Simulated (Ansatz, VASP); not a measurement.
# HfN in VASP and in Ansatz

```
Hf N
1.0
     0.00000    2.27390    2.33074
     2.27390    0.00000    2.33074
     2.27390    2.27390    0.00000
Hf N
1 1
Direct
  0.00000 0.00000 0.00000
  0.50000 0.50000 0.50000
```

Change from the starting cell: strain +0.000 along x and y, +0.025 along z, atoms carried along.

Alike in both runs: task single point; functional PBE; k mesh 22 × 22 × 22; occupations gaussian, width 0.15 eV; no spin polarisation.

|  | VASP | Ansatz |
| --- | --- | --- |
| version | VASP 6.6.1 | Ansatz 0.2.0 |
| potentials or method | VASP PAW PBE potentials, release 64 (Hf_pv, N), cutoff 520 eV | scalar-relativistic, plane waves, PAW |
| valence electrons in the cell | 15 | 31 |

Ansatz gave:

- gap on the k mesh at the Fermi level (eV): none
- pressure (GPa): -5.8
- traceless stress, the component that is largest in VASP (GPa): -6.46

Q: Estimate VASP's values.

A: gap on the k mesh at the Fermi level (eV): none; pressure (GPa): -8.1; traceless stress, the component that is largest in VASP (GPa): -6.34.

A gap of «none» marks a metal or a gap that the smearing closes. VASP's potentials hold 15 valence electrons a cell and Ansatz's 31, so a difference there can come from the potentials and not from the codes.

Neither program's run includes spin-orbit coupling.
